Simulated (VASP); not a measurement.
# Ta (Im-3m) in VASP: single point with PBE

Aim: the single point of Ta with PBE.

Program: VASP 6.6.1. These are calculated values, not measurements. Logs are shortened: lines on timing, memory, paths and dates and some standing lists are left out, and cuts for length are marked.

**1. The cell of the first run**

It takes space group Im-3m (No. 229, cubic). The conventional cell has a = 3.303 Å, b = 3.303 Å, c = 3.303 Å, α = 90.00°, β = 90.00°, γ = 90.00°. Ta (site symmetry m-3m) has 14 Ta at 2.86 to 3.30 Å within 3.8 Å.

**2. Single point, PBE**

Contents of INCAR:

```
SYSTEM = Ta
  PREC = Accurate
  ENCUT = 520
  EDIFF = 1E-6
  ISMEAR = -1
  SIGMA = 0.1
  LREAL = .False.
  LASPH = .True.
  NELM = 80
  ALGO = Normal
  ISIF = 2
  LWAVE = .False.
  LCHARG = .True.
  GGA = PE
  LELF = .True.
  LVHAR = .True.
  NBANDS = 12
```

Contents of KPOINTS:

```
regular mesh
0
Gamma
  14 14 14
  0 0 0
```

Contents of POSCAR:

```
Ta
1.0
   -1.6512800000      1.6512800000      1.6512800000
    1.6512800000     -1.6512800000      1.6512800000
    1.6512800000      1.6512800000     -1.6512800000
Ta
1
Direct
    0.0000000000      0.0000000000      0.0000000000
```

Potentials or basis: VASP PAW PBE potentials, release 64 (Ta_pv).

Command:

```console
$ cat potpaw_PBE.64/Ta_pv/POTCAR > POTCAR
$ mpirun -np 1 vasp_std > vasp.out
```

OUTCAR:

```text
SYSTEM = Ta
   PREC = Accurate
   ENCUT = 520
   EDIFF = 1E-6
   ISMEAR = -1
   LREAL = .False.
   LASPH = .True.
   NELM = 80
   ISIF = 2
   GGA = PE

 ion  position               nearest neighbor table
   1  0.000  0.000  0.000-

  LATTYP: Found a body centered cubic cell.
 ALAT       =     3.3025600000

  Lattice vectors:

 A1 = (  -1.6512800000,   1.6512800000,   1.6512800000)
 A2 = (   1.6512800000,  -1.6512800000,   1.6512800000)
 A3 = (   1.6512800000,   1.6512800000,  -1.6512800000)

Analysis of symmetry for initial positions (statically):
=====================================================================
 Subroutine PRICEL returns:
 Original cell was already a primitive cell.

 Routine SETGRP: Setting up the symmetry group for a
 body centered cubic supercell.

 Subroutine GETGRP returns: Found 48 space group operations
 (whereof 48 operations were pure point group operations)
 out of a pool of 48 trial point group operations.

The static configuration has the point symmetry O_h .

Analysis of symmetry for dynamics (positions and initial velocities):
=====================================================================
 Subroutine PRICEL returns:
 Original cell was already a primitive cell.

 Routine SETGRP: Setting up the symmetry group for a
 body centered cubic supercell.

 Subroutine GETGRP returns: Found 48 space group operations
 (whereof 48 operations were pure point group operations)
 out of a pool of 48 trial point group operations.

The dynamic configuration has the point symmetry O_h .

 Subroutine INISYM returns: Found 48 space group operations
 (whereof 48 operations are pure point group operations),
 and found     1 'primitive' translations

----------------------------------------------------------------------------------------

                                     Primitive cell

  volume of cell :      18.0104

  direct lattice vectors                    reciprocal lattice vectors
    -1.651280000  1.651280000  1.651280000     0.000000000  0.302795407  0.302795407
     1.651280000 -1.651280000  1.651280000     0.302795407  0.000000000  0.302795407
     1.651280000  1.651280000 -1.651280000     0.302795407  0.302795407  0.000000000

  length of vectors
     2.860100858  2.860100858  2.860100858     0.428217371  0.428217371  0.428217371

  position of ions in fractional coordinates (direct lattice)
     0.000000000  0.000000000  0.000000000

  ion indices of the primitive-cell ions
   primitive index   ion index
                 1           1

----------------------------------------------------------------------------------------

 KPOINTS: regular mesh

Automatic generation of k-mesh.
 Grid dimensions read from file:
 generate k-points for:   14   14   14

 Generating k-lattice:

  Cartesian coordinates                     Fractional coordinates (reciprocal lattice)
     0.000000000  0.021628243  0.021628243     0.071428571  0.000000000  0.000000000
     0.021628243  0.000000000  0.021628243     0.000000000  0.071428571  0.000000000
     0.021628243  0.021628243  0.000000000     0.000000000  0.000000000  0.071428571

  Length of vectors
     0.030586955  0.030586955  0.030586955

  Shift w.r.t. Gamma in fractional coordinates (k-lattice)
     0.000000000  0.000000000  0.000000000

 Subroutine IBZKPT returns following result:
 ===========================================

 Found    104 irreducible k-points:

 Following reciprocal coordinates:
            Coordinates               Weight
  0.000000  0.000000  0.000000      1.000000
  0.071429  0.000000  0.000000     12.000000
  0.142857  0.000000  0.000000     12.000000
  0.214286  0.000000  0.000000     12.000000
  0.285714  0.000000  0.000000     12.000000
  0.357143  0.000000  0.000000     12.000000
[... 16 lines left out ...]
  0.285714  0.285714  0.000000     24.000000
  0.357143  0.285714  0.000000     24.000000
 [... further k-points ...]
   k-points           NKPTS =    104   k-points in BZ     NKDIM =    104   number of bands    NBANDS=     12
   number of dos      NEDOS =    301   number of ions     NIONS =      1
   total plane-waves  NPLWV =  13824
   dimension x,y,z NGX =    24 NGY =   24 NGZ =   24
   dimension x,y,z NGXF=    48 NGYF=   48 NGZF=   48
   ions per type =               1
   NGX,Y,Z   is equivalent  to a cutoff of  13.95, 13.95, 13.95 a.u.
   NGXF,Y,Z  is equivalent  to a cutoff of  27.90, 27.90, 27.90 a.u.
 SYSTEM =  Ta
   PREC   = accura    normal or accurate (medium, high low for compatibility)
   ISTART =      0    job   : 0-new  1-cont  2-samecut
   ICHARG =      2    charge: 1-file 2-atom 10-const
   ISPIN  =      1    spin polarized calculation?
   LNONCOLLINEAR =      F non collinear calculations
   LSORBIT =      F    spin-orbit coupling
   LASPH  =      T    aspherical Exc in radial PAW
   ENCUT  =  520.0 eV  38.22 Ry    6.18 a.u.   5.32  5.32  5.32*2*pi/ulx,y,z
   NELM   =     80;   NELMIN=  2; NELMDL= -5     # of ELM steps
   EDIFF  = 0.1E-05   stopping-criterion for ELM
   LREAL  =      F    real-space projection
   EDIFFG = 0.1E-04   stopping-criterion for IOM
   NSW    =      0    number of steps for IOM
   IBRION =     -1    ionic relax: 0-MD 1-quasi-New 2-CG
   NFREE  =      0    steps in history (QN), initial steepest desc. (CG)
   ISIF   =      2    stress and relaxation
   ISYM   =      2    0-nonsym 1-usesym 2-fastsym
   POTIM  = 0.5000    time-step for ionic-motion
   TEBEG  =    0.0;   TEEND  =   0.0 temperature during run
   PSTRESS=    0.0 pullay stress
   NELECT =      11.0000    total number of electrons
   NUPDOWN=      -1.0000    fix difference up-down
   EMIN   =  10.00;   EMAX   =-10.00  energy-range for DOS
   EFERMI =   0.00;   METHOD = LEGACY
   ISMEAR =    -1;   SIGMA  =   0.10  broadening in eV -4-tet -1-fermi 0-gaus
   EFERMI_NEDOS =   21; number of points for ismear=-14 and -15
   IALGO  =     38    algorithm
   IMIX   =      4    mixing-type and parameters
     AMIX     =   0.40;   BMIX     =  1.00
     AMIX_MAG =   1.60;   BMIX_MAG =  1.00
  volume/ion in A,a.u.               =      18.01       121.54
  Fermi-wavevector in a.u.,A,eV,Ry     =   1.388988  2.624806 26.249534  1.929286
  Thomas-Fermi vector in A             =   2.513061
   LORBIT       =      0    0 simple, 1 ext, 2 COOP (PROOUT), +10 PAW based schemes
   GGA     = PE    functional components
   LHFCALC =     F    Hartree Fock is set to
   AEXX    =    0.0000 exact exchange contribution
   IVDW    =     0    specifies the selected vdW correction
   LEPSILON=     F    determine dielectric tensor
   LRPA    =     F    only Hartree local field effects (RPA)
 non-spin polarized calculation
  energy-cutoff  :      520.00
  volume of cell :       18.01
 maximum number of plane-waves:       496
 NGX is ok and might be reduce to    24
   NGX = 11   NGY = 11   NGZ = 11

 number of electron      11.0000002 magnetization

 Free energy of the ion-electron system (eV)
  ---------------------------------------------------
  ext. energy  EPLUGINS =         0.00000000
  ---------------------------------------------------
  free energy    TOTEN  =       -11.83416688 eV

  energy without entropy =      -11.79537721  energy(sigma->0) =      -11.81477204

 E-fermi :   5.5032     XC(G=0): -12.6182

 val. band max:        5.4482889329   @ k =  -0.3571   0.4286   0.1429
 cond. band min:       5.5043792261   @ k =   0.0714   0.0714   0.0714
 fundamental gap:      0.0560902933
 Fermi energy:         5.5032228754

 k-point     1 :       0.0000    0.0000    0.0000
  band No.  band energies     occupation
      1     -27.5821      2.00000
      2     -27.5821      2.00000
      3     -27.5821      2.00000
      4      -2.4299      2.00000
      5       6.2229      0.00150
      6       6.2229      0.00150
      7       6.2229      0.00150
      8       9.4962      0.00000
      9       9.4962      0.00000
     10      20.1884      0.00000
     11      20.4977      0.00000
     12      20.4977      0.00000

 k-point     2 :       0.0714    0.0000    0.0000
  band No.  band energies     occupation
      1     -27.6454      2.00000
      2     -27.6015      2.00000
      3     -27.5824      2.00000
      4      -2.2022      2.00000
      5       6.0751      0.00655
      6       6.1777      0.00235
      7       6.4461      0.00016
      8       9.2624      0.00000
      9       9.4968      0.00000
     10      20.1882      0.00000
     11      20.7009      0.00000
     12      20.8968      0.00000

 k-point     3 :       0.1429    0.0000    0.0000
  band No.  band energies     occupation
      1     -27.8194      2.00000
      2     -27.6556      2.00000
      3     -27.5834      2.00000
      4      -1.5589      2.00000
      5       5.6889      0.27022
      6       5.9685      0.01889
      7       7.1049      0.00000
      8       8.8847      0.00000
      9       9.5188      0.00000
     10      20.1877      0.00000
     11      21.1281      0.00000
     12      22.0318      0.00000
[... 286 lines left out ...]
 k-point    23 :       0.2857    0.2857    0.0000
  band No.  band energies     occupation
      1     -28.5282      2.00000
      2     -28.2166      2.00000
      3     -27.7229      2.00000
      4       2.7907      2.00000
      5       4.0874      2.00000
      6       4.9166      1.99435
      7       9.4841      0.00000
      8      10.2658      0.00000
      9      15.2039      0.00000
     10      15.4662      0.00000
     11      19.3364      0.00000
     12      20.1933      0.00000

 k-point    24 :       0.3571    0.2857    0.0000
  band No.  band energies     occupation
      1     -28.4833      2.00000
      2     -28.3040      2.00000
      3     -27.7292      2.00000
      4       2.9324      2.00000
      5       4.2318      1.99999
      6       4.7826      1.99852
      7       9.7157      0.00000
      8      10.2896      0.00000
      9      14.4365      0.00000
     10      16.5804      0.00000
     11      18.3709      0.00000
     12      20.1930      0.00000

 [... further k-points ...]

------------------------ aborting loop because EDIFF is reached ----------------------------------------

  FORCE on cell =-STRESS in cart. coord.  units (eV):
  Direction    XX          YY          ZZ          XY          YZ          ZX
  --------------------------------------------------------------------------------------
  -------------------------------------------------------------------------------------
  Total        0.3663023      0.3663023      0.3663023      0.0000000     -0.0000000      0.0000000
  in kB       32.5857805     32.5857805     32.5857805      0.0000000     -0.0000000      0.0000000
  external PRESSURE =      32.5857805 kB  Pullay stress =       0.0000000 kB

 VOLUME and BASIS-vectors are now :
 -----------------------------------------------------------------------------
  energy-cutoff  :      520.00
  volume of cell :       18.01
      direct lattice vectors                 reciprocal lattice vectors
    -1.651280000  1.651280000  1.651280000     0.000000000  0.302795407  0.302795407
     1.651280000 -1.651280000  1.651280000     0.302795407  0.000000000  0.302795407
     1.651280000  1.651280000 -1.651280000     0.302795407  0.302795407  0.000000000

 POSITION                                       TOTAL-FORCE (eV/Angst)
 -----------------------------------------------------------------------------------
      0.00000      0.00000      0.00000        -0.000000      0.000000     -0.000000
 -----------------------------------------------------------------------------------
    total drift:                               -0.000000      0.000000      0.000000

  FREE ENERGIE OF THE ION-ELECTRON SYSTEM (eV)
  ---------------------------------------------------
  free  energy   TOTEN  =       -11.8341668778 eV

  energy  without entropy=      -11.7953772067  energy(sigma->0) =      -11.81477204
```

It took 32 s on 1 thread of AMD EPYC 7R43 (Zen 3), shared host; peak memory 0.12 GiB.

Results:

| Quantity | Value |
| --- | --- |
| Free energy | -11.8342 eV |
| Pressure | 3.3 GPa |

Caveat: spin-orbit coupling is left out, which moves the levels of the heavy elements.
